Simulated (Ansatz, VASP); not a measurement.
Given: the input of a run of Ansatz 0.2.0 on MoS2.

Contents of input.yaml:

```yaml
crystal:
  lattice:
    - [3.1837189491, 0.0, 0.0]
    - [-1.5918594745, 2.7571814884, 0.0]
    - [0.0, 0.0, 34.47923848]
  atoms:
    - { symbol: Mo, position: [0.3333333333, 0.6666666667, 0.09355563] }
    - { symbol: Mo, position: [0.3333333333, 0.6666666667, 0.72090303] }
    - { symbol: Mo, position: [0.6666666667, 0.3333333333, 0.27909697] }
    - { symbol: Mo, position: [0.6666666667, 0.3333333333, 0.90644437] }
    - { symbol: S, position: [0.6666666667, 0.3333333333, 0.0485463] }
    - { symbol: S, position: [0.6666666667, 0.3333333333, 0.67591175] }
    - { symbol: S, position: [0.3333333333, 0.6666666667, 0.23408966] }
    - { symbol: S, position: [0.3333333333, 0.6666666667, 0.86143131] }
    - { symbol: S, position: [0.6666666667, 0.3333333333, 0.13856869] }
    - { symbol: S, position: [0.6666666667, 0.3333333333, 0.76591034] }
    - { symbol: S, position: [0.3333333333, 0.6666666667, 0.32408825] }
    - { symbol: S, position: [0.3333333333, 0.6666666667, 0.9514537] }
hamiltonian:
  xc: pbesol
  pseudopotentials: { kind: paw }
kpoints:
  mp_grid: { grid: [10, 10, 1] }
scf:
  occupations: { method: fermi_dirac, width: 0.05 }
output:
  forces: true
  stress: true
  eigenvalues: true
```

Potentials or basis: Ansatz PAW.

Command:

```console
$ ansatz run input.yaml --threads 4 --pin off --max-ram 11264MiB --backend cpu --events-out ev --progress --plain --runs-dir out
```

Question: Set up the same calculation for VASP 6.6.1. Potentials there: VASP PAW PBE potentials, release 64 (Mo_sv, S).

Answer: As run (the cutoff follows the program's own potentials):

INCAR

```
ALGO = Normal ; EDIFF = 1E-6
ENCUT = 520 ; GGA = PS
ISIF = 2 ; ISMEAR = -1
LASPH = True ; LCHARG = False
LREAL = False ; LWAVE = False
NBANDS = 64 ; NELM = 60
PREC = Accurate ; SIGMA = 0.05
```

The input KPOINTS:

```
k-points
0
Gamma
  10 10 1
```

Contents of POSCAR:

```
MoS2
1.0
    3.1837189491      0.0000000000      0.0000000000
   -1.5918594745      2.7571814884      0.0000000000
    0.0000000000      0.0000000000     34.4792384800
Mo S
4 8
Direct
    0.3333333333      0.6666666667      0.0935556300
    0.3333333333      0.6666666667      0.7209030300
    0.6666666667      0.3333333333      0.2790969700
    0.6666666667      0.3333333333      0.9064443700
    0.6666666667      0.3333333333      0.0485463000
    0.6666666667      0.3333333333      0.6759117500
    0.3333333333      0.6666666667      0.2340896600
    0.3333333333      0.6666666667      0.8614313100
    0.6666666667      0.3333333333      0.1385686900
    0.6666666667      0.3333333333      0.7659103400
    0.3333333333      0.6666666667      0.3240882500
    0.3333333333      0.6666666667      0.9514537000
```

Potentials or basis: VASP PAW PBE potentials, release 64 (Mo_sv, S).

Launch:

```console
$ cat potpaw_PBE.64/Mo_sv/POTCAR potpaw_PBE.64/S/POTCAR > POTCAR
$ mpirun -np 1 vasp_std > vasp.out
```

Both were run:

|  | VASP | Ansatz | Ansatz less VASP |
| --- | --- | --- | --- |
| gap on the k mesh at the Fermi level (eV) | 1.23 | 1.22 | -0.014 |
| least direct gap on the mesh (eV) | 1.88 | 1.87 | -0.004 |
| rms of the force components (eV/Å) | 0.061 | 0.062 | +0.0009 |

VASP's potentials were made for PBE, not for PBEsol. Atom by atom the forces differ by 0.001 eV/Å (rms over components). With one functional, cell and mesh, what is left measures potentials, basis and numerics.
